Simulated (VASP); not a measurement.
Write the native input for VASP 6.6.1 that does the following.

```
Task                   : single point
Functional             : PBE
Potentials or basis    : VASP PAW PBE potentials, release 64 (Si, C)
Cutoff                 : 600 eV
k mesh                 : 4 × 4 × 4
Occupations            : gaussian, width 0.01 eV
Spin                   : no spin polarisation
Dipole correction      : no
Further INCAR settings : ALGO = Normal; EDIFF = 1e-06; NBANDS = 11
```

The structure of SiC (Moissanite 3C) lies in POSCAR:

```
SiC
1.0
    0.0000000000      2.1790000000      2.1790000000
    2.1790000000      0.0000000000      2.1790000000
    2.1790000000      2.1790000000      0.0000000000
Si C
1 1
Direct
    0.0000000000      0.0000000000      0.0000000000
    0.2500000000      0.2500000000      0.2500000000
```

One way to write it, as run:

INCAR

```
SYSTEM = SiC
PREC     = Accurate       ! precision mode
ENCUT    = 600            ! plane-wave cutoff, eV
EDIFF    = 1E-6           ! SCF threshold, eV
ISMEAR   = 0              ! smearing method
SIGMA    = 0.01           ! smearing width, eV
LREAL    = .FALSE.        ! projectors in reciprocal space
LASPH    = .TRUE.         ! aspherical terms in the spheres
NELM     = 120            ! most SCF steps
ALGO     = Normal         ! electronic algorithm
ISIF     = 2              ! what is computed and relaxed
LWAVE    = .FALSE.        ! write WAVECAR
LCHARG   = .TRUE.         ! write CHGCAR
GGA      = PE             ! functional
LELF     = .TRUE.         ! ELF
LVHAR    = .TRUE.       
NBANDS   = 11             ! bands
GGA_COMPAT= .FALSE.
```

KPOINTS

```
regular mesh
0
G
  4 4 4
  0 0 0
```

Potentials or basis: VASP PAW PBE potentials, release 64 (Si, C).

Command:

```bash
$ cat potpaw_PBE.64/Si/POTCAR potpaw_PBE.64/C/POTCAR > POTCAR
$ mpirun -np 1 vasp_std > vasp.out
```

Results of the run:

| Property | Result |
| --- | --- |
| Pressure | 3.5 GPa |
| Band gap on the k mesh | 1.31 eV, indirect (least direct gap 4.51 eV) |

Caveat: the k points lie up to 0.62 Å⁻¹ apart.

Run time: 5.1 s on 1 thread of Intel(R) Xeon(R) Platinum 8488C (Sapphire Rapids) (shared host), peak memory 0.14 GiB.
